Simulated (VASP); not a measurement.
## ScCu: single point with LDA

The system is ScCu.

```
Sc Cu
1.0
     3.16706    0.00000    0.00000
     0.00000    3.16706    0.00000
     0.00000    0.00000    3.16706
Sc Cu
1 1
Direct
  0.50000 0.50000 0.50000
  0.00000 0.00000 0.00000
```

* Program: VASP 6.6.1
* Task: single point
* Functional: LDA
* Potentials or basis: VASP PAW LDA potentials, release 64 (Sc_sv, Cu)
* Cutoff: 520 eV
* k mesh: 13 × 13 × 13
* Occupations: fermi-dirac, width 0.05 eV
* Spin: no spin polarisation

* Pressure: 0.6 GPa
* Band gap on the k mesh: zero (band 11 reaches 6.52 eV, above the bottom of band 12 at 4.44 eV)

Levels at points of the mesh, in eV from the Fermi level:
```
           k point  band 7  band 8  band 9  band 10  band 11  band 12  band 13  band 14  band 15  band 16
(0.00, 0.00, 0.00)   -4.19   -3.23   -3.23    -3.23     0.52     0.52     3.46     3.46     3.46     7.25
```

Run time: 21 s on 1 thread of Intel(R) Xeon(R) Platinum 8259CL CPU @ 2.50GHz (Skylake/Cascade Lake), on a shared host, peak memory 0.16 GiB.
